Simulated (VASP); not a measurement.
A run of VASP 6.6.1:

INCAR

```
SYSTEM = Zr
PREC = Accurate
ENCUT = 520
EDIFF = 1E-6
ISMEAR = 0
SIGMA = 0.3
LREAL = .FALSE.
LASPH = .TRUE.
NELM = 100
ALGO = Normal
ISIF = 2
LWAVE = .FALSE.
LCHARG = .TRUE.
GGA = PE
LELF = .TRUE.
LVHAR = .TRUE.
NBANDS = 19
```

File KPOINTS:

```
regular mesh
0
G
  11 11 6
  0 0 0
```

Contents of POSCAR:

```
Zr
1.0
    3.2318821451      0.0000000000      0.0000000000
   -1.6159410725      2.7988920397      0.0000000000
    0.0000000000      0.0000000000      5.1741041053
Zr
2
Direct
    0.3333333333      0.6666666667      0.2500000000
    0.6666666667      0.3333333333      0.7500000000
```

Potentials or basis: VASP PAW PBE potentials, release 64 (Zr_sv).

Command:

```bash
$ cat potpaw_PBE.64/Zr_sv/POTCAR > POTCAR
$ mpirun -np 1 vasp_std > vasp.out
```

Hardware: 1 thread of AMD EPYC 9R45 (Zen 5), with other jobs on the host.

**Question.** How long does it take, and how much memory?

**Answer.** Wall time 43 s on 1 thread of AMD EPYC 9R45 (Zen 5) (shared host), peak memory 0.14 GiB. Counts: scf iterations 11, k points 64.
